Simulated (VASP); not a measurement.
Here is a VASP 6.6.1 calculation.

File POSCAR:

```
MgO
1.0
    3.4841042127      0.0000000000      0.0000000000
   -1.7420521064      3.0173227576      0.0000000000
    0.0000000000      0.0000000000      4.1856875957
Mg O
2 2
Direct
    0.6666666667      0.3333333333      0.7500000000
    0.3333333333      0.6666666667      0.2500000000
    0.6542384304      0.3084768609      0.2500000000
    0.3209050971      0.6418101942      0.7500000000
```

INCAR.step1

```
SYSTEM = MgO
PREC = Accurate
ENCUT = 520
ISMEAR = 0
SIGMA = 0.05
LREAL = .False.
LASPH = .True.
NELM = 60
NBANDS = 16
GGA = PE
ALGO = Normal
EDIFF = 1E-4
LWAVE = .True.
LCHARG = .False.
```

File INCAR.step2:

```
SYSTEM = MgO
PREC = Accurate
ENCUT = 520
EDIFF = 1E-7
ISMEAR = 0
SIGMA = 0.05
LREAL = .False.
LASPH = .True.
NELM = 60
ALGO = Normal
ISIF = 2
LWAVE = .False.
LCHARG = .False.
METAGGA = R2SCAN
LMIXTAU = .True.
NBANDS = 16
ISTART = 1
```

The input KPOINTS:

```
regular mesh
0
Gamma
  6 6 6
  0 0 0
```

Potentials or basis: VASP PAW PBE potentials, release 64 (Mg, O).

Command:

```console
$ cat potpaw_PBE.64/Mg/POTCAR potpaw_PBE.64/O/POTCAR > POTCAR
$ cp INCAR.step1 INCAR
$ mpirun -np 1 vasp_std > vasp.out
$ cp INCAR.step2 INCAR
$ mpirun -np 1 vasp_std > vasp.out
```

Problem. What does it give for the band gap on the k mesh?

Solution. 4.07 eV, direct.

Problem. Estimate the pressure.

Solution. -0.3 GPa.

Problem. What does it give for the largest force?

Solution. 0.792 eV/Å.

Stress tensor (GPa, compression positive):
```
-0.17  0.00  0.00
 0.00  0.47  0.00
 0.00  0.00 -1.09
```

Caveat: the cell differs from its parent crystal (all O atoms moved +0.075 Å, as atom 3 towards its neighbour atom 2 (Mg) at 2.012 Å); the PAW data sets were made with another functional, which shifts forces and pressure a little.
